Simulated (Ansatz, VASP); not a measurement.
# SiC: VASP beside Ansatz

```
Si C
1.0
    -3.07600    0.00000    0.00000
    -1.53800   -2.66389    0.00000
    -1.92265   -1.11004   10.09600
Si C
4 4
Direct
  0.06092 0.06092 0.65375
  0.26927 0.26927 0.15375
  0.29007 0.29007 0.90375
  0.49842 0.49842 0.40375
  0.98070 0.98070 0.84625
  0.18905 0.18905 0.34625
  0.62656 0.62656 0.09625
  0.41821 0.41821 0.59625
```

Alike in both runs: task single point; functional LDA; k mesh 10 × 10 × 3; occupations gaussian, width 0.05 eV; no spin polarisation.

|  | VASP | Ansatz |
| --- | --- | --- |
| version | VASP 6.6.1 | Ansatz 0.2.0 |
| potentials or method | VASP PAW LDA potentials, release 64 (Si, C), cutoff 520 eV | scalar-relativistic, plane waves, PAW |
| valence electrons in the cell | 32 | 32 |

```csv
,VASP,Ansatz,Ansatz less VASP
gap on the k mesh at the Fermi level (eV),0.24,0.25,+0.008
least direct gap on the mesh (eV),1.05,1.06,+0.009
pressure (GPa),-5.0,-5.4,-0.39
"traceless stress, the component that is largest in VASP (GPa)",-3.36,-3.42,-0.061
rms of the force components (eV/Å),0.407,0.406,-0.0007
```

LDA's correlation is that of Perdew and Zunger in VASP and of Perdew and Wang (1992) in Ansatz. Atom by atom the forces differ by 0.005 eV/Å (rms over components).
